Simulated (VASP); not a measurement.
A run of VASP 6.6.1:

The input INCAR:

```
  PREC = Accurate
  ENCUT = 520
  EDIFF = 1E-7
  ISMEAR = -1
  SIGMA = 0.1
  LREAL = F
  LASPH = T
  NELM = 80
  ALGO = Normal
  ISIF = 2
  LWAVE = F
  LCHARG = F
  GGA = PS
  NBANDS = 12
```

The input KPOINTS:

```
Automatic mesh
0
Gamma
  15 15 15
```

Contents of POSCAR:

```
Cu
1.0
    2.4504603898      0.0000000000      0.0000000000
    0.0000000000      2.4504603898      0.0000000000
    0.0000000000      0.0000000000      2.4504603898
Cu
1
Direct
    0.0000000000      0.0000000000      0.0000000000
```

Potentials or basis: VASP PAW PBE potentials, release 64 (Cu).

Launch:

```sh
$ cat potpaw_PBE.64/Cu/POTCAR > POTCAR
$ mpirun -np 1 vasp_std > vasp.out
```

Hardware: 1 thread of Intel Xeon 8259CL, with other jobs on the host.

**Question.** How long does it take, and how much memory?

**Answer.** Run time: 29 s on 1 thread of Intel Xeon 8259CL, with other jobs on the host, peak memory 0.13 GiB. Counts: scf iterations 13, k points 120.
